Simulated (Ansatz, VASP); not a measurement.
Two plane-wave programs on TiSn2Te4

```
CELL_PARAMETERS angstrom
4.54874 -6.17653 0.00000
4.54874 6.17653 0.00000
0.00000 0.00000 4.25969
ATOMIC_POSITIONS crystal
Ti 0.00000 0.00000 0.00000
Sn 0.50000 0.00000 0.50000
Sn 0.00000 0.50000 0.50000
Te 0.22935 0.77065 0.00000
Te 0.77065 0.22935 0.00000
Te 0.21299 0.21299 0.50000
Te 0.78701 0.78701 0.50000
```

Change from the starting cell: species swapped into the Ca2SnS4 type (Cmmm, No. 65).

Alike in both runs: functional PBE; k mesh 3 × 3 × 4; occupations gaussian, width 0.2 eV; no spin polarisation.

Ansatz relaxed the structure, and its values are those at the end. VASP's run is a single point on that final structure, the one shown.

|  | VASP | Ansatz |
| --- | --- | --- |
| version | VASP 6.6.1 | Ansatz 0.2.0 |
| potentials or method | VASP PAW PBE potentials, release 64 (Ti_sv, Sn_d, Te), cutoff 520 eV | scalar-relativistic, plane waves, PAW |
| valence electrons in the cell | 64 | 104 |

Ansatz gave:

| Quantity | Value |
| --- | --- |
| gap on the k mesh at the Fermi level (eV) | none |
| pressure (GPa) | -0.2 |
| rms of the force components (eV/Å) | 0.011 |

Q: Which values does VASP return?

A: gap on the k mesh at the Fermi level (eV): none; pressure (GPa): -0.2; rms of the force components (eV/Å): 0.009.

A gap of «none» marks a metal or a gap that the smearing closes. The functional is the same, so the differences come from potentials, cutoffs and numerics. VASP's potentials hold 64 valence electrons a cell and Ansatz's 104, so a difference there can come from the potentials and not from the codes.

The k mesh is coarse, so the values compare programs but aren't converged. Spin-orbit coupling is off throughout.
